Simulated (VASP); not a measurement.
# Al2Cu (P4/mmm) in VASP: further runs, part 2 of 2

VASP 6.6.1. The steps go on from the part before.

**4. Relaxation of cell and atoms, LDA**

This run uses another cell than the first one, of 16.24 Å³/atom.

INCAR reads:

```
SYSTEM = Al2Cu
  PREC = Accurate
  ENCUT = 600
  EDIFF = 1E-7
  ISMEAR = 0
  SIGMA = 0.1
  LREAL = .FALSE.
  LASPH = .TRUE.
  NELM = 60
  ALGO = Fast
  ISIF = 3
  LWAVE = .FALSE.
  LCHARG = .FALSE.
  GGA = CA
  IBRION = 2
  NSW = 100
  EDIFFG = -0.005
```

KPOINTS reads:

```
Automatic mesh
0
G
  10 10 14
  0 0 0
```

POSCAR reads:

```
Al2Cu
1.0
    4.1051820000      0.0000000000      0.0000000000
    0.0000000000      4.1051820000      0.0000000000
    0.0000000000      0.0000000000      2.8913130000
Al Cu
2 1
Direct
    0.5000000000      0.0000000000      0.5000000000
    0.0000000000      0.5000000000      0.5000000000
    0.0000000000      0.0000000000      0.0000000000
```

Potentials or basis: VASP PAW LDA potentials, release 64 (Al, Cu).

Launch:

```bash
> cat potpaw_LDA.64/Al/POTCAR potpaw_LDA.64/Cu/POTCAR > POTCAR
> mpirun -np 1 vasp_std > vasp.out
```

OUTCAR:

```text
SYSTEM = Al2Cu
   PREC = Accurate
   ENCUT = 600
   EDIFF = 1E-7
   ISMEAR = 0
   LREAL = .FALSE.
   LASPH = .TRUE.
   NELM = 60
   ISIF = 3
   GGA = CA
   IBRION = 2
   NSW = 100
   EDIFFG = -0.005

 ion  position               nearest neighbor table
   1  0.500  0.000  0.500-   3 2.51   3 2.51   3 2.51   3 2.51   2 2.90   2 2.90   2 2.90   2 2.90

   2  0.000  0.500  0.500-   3 2.51   3 2.51   3 2.51   3 2.51   1 2.90   1 2.90   1 2.90   1 2.90

   3  0.000  0.000  0.000-   1 2.51   2 2.51   1 2.51   2 2.51   2 2.51   2 2.51   1 2.51   1 2.51

  LATTYP: Found a simple tetragonal cell.
 ALAT       =     4.1051820000
 C/A-ratio  =     0.7043081159

  Lattice vectors:

 A1 = (   4.1051820000,   0.0000000000,   0.0000000000)
 A2 = (   0.0000000000,   4.1051820000,   0.0000000000)
 A3 = (   0.0000000000,   0.0000000000,   2.8913130000)

Analysis of symmetry for initial positions (statically):
=====================================================================
 Subroutine PRICEL returns:
 Original cell was already a primitive cell.

 Routine SETGRP: Setting up the symmetry group for a
 simple tetragonal supercell.

 Subroutine GETGRP returns: Found 16 space group operations
 (whereof 16 operations were pure point group operations)
 out of a pool of 16 trial point group operations.

The static configuration has the point symmetry D_4h.

Analysis of symmetry for dynamics (positions and initial velocities):
=====================================================================
 Subroutine PRICEL returns:
 Original cell was already a primitive cell.

 Routine SETGRP: Setting up the symmetry group for a
 simple tetragonal supercell.

 Subroutine GETGRP returns: Found 16 space group operations
 (whereof 16 operations were pure point group operations)
 out of a pool of 16 trial point group operations.

The dynamic configuration has the point symmetry D_4h.

[... 142 lines left out ...]

 number of electron      16.9999992 magnetization

 Free energy of the ion-electron system (eV)
  ---------------------------------------------------
  ext. energy  EPLUGINS =         0.00000000
  ---------------------------------------------------
  free energy    TOTEN  =       -13.19052388 eV

  energy without entropy =      -13.18601068  energy(sigma->0) =      -13.18826728

------------------------ aborting loop because EDIFF is reached ----------------------------------------

  FORCE on cell =-STRESS in cart. coord.  units (eV):
  Direction    XX          YY          ZZ          XY          YZ          ZX
  --------------------------------------------------------------------------------------
  -------------------------------------------------------------------------------------
  Total       -1.3692472     -1.3692472     -1.6462379      0.0000000     -0.0000000      0.0000000
  in kB      -45.0227989    -45.0227989    -54.1306489      0.0000000     -0.0000000      0.0000000
  external PRESSURE =     -48.0587489 kB  Pullay stress =       0.0000000 kB
[... 246 lines left out ...]
--------------------------------------- Ionic step        8  -------------------------------------------

 number of electron      16.9999994 magnetization

 Free energy of the ion-electron system (eV)
  ---------------------------------------------------
  ext. energy  EPLUGINS =         0.00000000
  ---------------------------------------------------
  free energy    TOTEN  =       -13.23083534 eV

  energy without entropy =      -13.22624257  energy(sigma->0) =      -13.22853896

 E-fermi :   7.4742     XC(G=0): -10.8019

 val. band max:        7.4554904311   @ k =   0.4000   0.4000   0.4286
 cond. band min:       7.4892371336   @ k =   0.2000   0.1000   0.5000
 fundamental gap:      0.0337467025
 Fermi energy:         7.4741520219

 k-point     1 :       0.0000    0.0000    0.0000
  band No.  band energies     occupation
      1      -3.3697      2.00000
      2       1.7788      2.00000
      3       2.2763      2.00000
      4       2.9844      2.00000
      5       3.2020      2.00000
      6       3.2020      2.00000
      7       4.9847      2.00000
      8       4.9847      2.00000
      9       7.4408      1.36236
     10       8.3316      0.00000
     11      13.7474      0.00000
     12      13.8449      0.00000
[... 331 lines left out ...]
 k-point    24 :       0.2000    0.0000    0.0714
  band No.  band energies     occupation
      1      -2.9309      2.00000
      2       1.5378      2.00000
      3       2.2541      2.00000
      4       2.9048      2.00000
      5       3.0541      2.00000
      6       3.1199      2.00000
      7       3.6995      2.00000
      8       5.5149      2.00000
      9       8.0700      0.00000
     10      10.5258      0.00000
     11      11.4040      0.00000
     12      11.8716      0.00000

 [... further k-points ...]

------------------------ aborting loop because EDIFF is reached ----------------------------------------

  FORCE on cell =-STRESS in cart. coord.  units (eV):
  Direction    XX          YY          ZZ          XY          YZ          ZX
  --------------------------------------------------------------------------------------
  -------------------------------------------------------------------------------------
  Total       -0.0037469     -0.0037469     -0.0081253      0.0000000      0.0000000      0.0000000
  in kB       -0.1298083     -0.1298083     -0.2814937      0.0000000      0.0000000      0.0000000
  external PRESSURE =      -0.1803701 kB  Pullay stress =       0.0000000 kB
[... 18 lines left out ...]
  FREE ENERGIE OF THE ION-ELECTRON SYSTEM (eV)
  ---------------------------------------------------
  free  energy   TOTEN  =       -13.2308353423 eV

  energy  without entropy=      -13.2262425690  energy(sigma->0) =      -13.22853896

 reached required accuracy - stopping structural energy minimisation
```

OSZICAR:

```text
N       E                     dE             d eps       ncg     rms          rms(c)
DAV:   1     0.741191894581E+02    0.74119E+02   -0.78187E+03  4032   0.169E+03
DAV:   2    -0.114744859948E+02   -0.85594E+02   -0.80336E+02  4068   0.266E+02
DAV:   3    -0.151895231926E+02   -0.37150E+01   -0.35187E+01  5368   0.721E+01
[... 106 lines left out ...]
RMM:   5    -0.132308335290E+02   -0.16812E-05   -0.58364E-05  4106   0.149E-01    0.759E-03
RMM:   6    -0.132308349979E+02   -0.14689E-05   -0.26020E-05  4588   0.607E-02    0.398E-03
RMM:   7    -0.132308352029E+02   -0.20499E-06   -0.62335E-06  4053   0.443E-02    0.322E-03
RMM:   8    -0.132308352836E+02   -0.80715E-07   -0.30025E-06  4196   0.245E-02    0.568E-04
RMM:   9    -0.132308353423E+02   -0.58732E-07   -0.63427E-07  3456   0.818E-03
   8 F= -.13230835E+02 E0= -.13228539E+02  d E =-.780336E-04
```

CONTCAR:

```text
Al2Cu
   1.00000000000000
     4.0463984151866894    0.0000000000000000    0.0000000000000000
     0.0000000000000000    4.0463984151866894    0.0000000000000000
     0.0000000000000000   -0.0000000000000000    2.8245328668713068
  Al              Cu
     2     1
Direct
     0.5000000000000000    1.0000000000000000    0.5000000000000000
     0.0000000000000000    0.5000000000000000    0.5000000000000000
     0.0000000000000000    1.0000000000000000    0.0000000000000000

  0.00000000E+00  0.00000000E+00  0.00000000E+00
  0.00000000E+00  0.00000000E+00  0.00000000E+00
  0.00000000E+00  0.00000000E+00  0.00000000E+00
```

Wall time 4.4 min (1 thread of Intel Xeon 6975P-C (Granite Rapids), shared host); peak memory 0.27 GiB.

Results:

| Property | Result |
| --- | --- |
| Free energy | -13.2308 eV |
| Relaxed volume | 15.42 Å³/atom |
| Relaxed cell | a = 4.046 Å, b = 4.046 Å, c = 2.825 Å, α = 90.00°, β = 90.00°, γ = 90.00° |
| Space group after relaxing (to 0.1 Å) | P4/mmm (No. 123) |
| Energy gained by relaxing | 13.4 meV/atom |
| Ionic steps | 8 |
| Pressure after relaxing | 0.0 GPa |
| Band gap on the k mesh | zero (an odd number of electrons rules out a gap without spin polarisation) |

The path:
```
step  energy change (eV)  largest force (eV/Å)  pressure (GPa)  volume (Å³)
   1              0.0000                0.0000           -4.81        48.73
   2             -0.0347                0.0000            2.05        45.37
   3             -0.0400                0.0000           -0.01        46.22
   4             -0.0400                0.0000            0.15        46.17
   5             -0.0402                0.0000           -0.04        46.26
   6             -0.0402                0.0000           -0.25        46.36
   7             -0.0402                0.0000           -0.15        46.31
   8             -0.0403                0.0000           -0.02        46.25
```

Final structure:
```xyz
3
Lattice="4.0464 0.0000 0.0000 0.0000 4.0464 0.0000 0.0000 0.0000 2.8245" Properties=species:S:1:pos:R:3 pbc="T T T"
Al    2.0232    4.0464    1.4123
Al    0.0000    2.0232    1.4123
Cu    0.0000    4.0464    0.0000
```

Caveat: the highest band is partly filled, so the run has too few bands.

**5. Summary**

| task | cell | cutoff (eV) | smearing | gap on the mesh (eV) | pressure (GPa) |
| --- | --- | --- | --- | --- | --- |
| single point | a = 4.042, b = 4.042, c = 2.821 Å, 3 atoms | 520 | gaussian 0.1 eV | none | 0.3 |
| single point | a = 4.042, b = 4.042, c = 2.821 Å, 3 atoms | 520 | gaussian 0.15 eV | none | 0.3 |
| relaxation of cell and atoms | relaxed from a = 4.105, b = 4.105, c = 2.891 Å, 3 atoms | 600 | gaussian 0.1 eV | none | 0.0 |

Alike in all rows: level LDA; potentials or basis VASP PAW LDA potentials, release 64 (Al, Cu); no spin polarisation; k mesh 10 × 10 × 14.

Caveats: the highest band is partly filled, so the run has too few bands (at least some runs).

Absolute energies hang on the potentials; compare differences alone.

The gap in the log of VASP goes by the Fermi energy; the results here count the filled bands.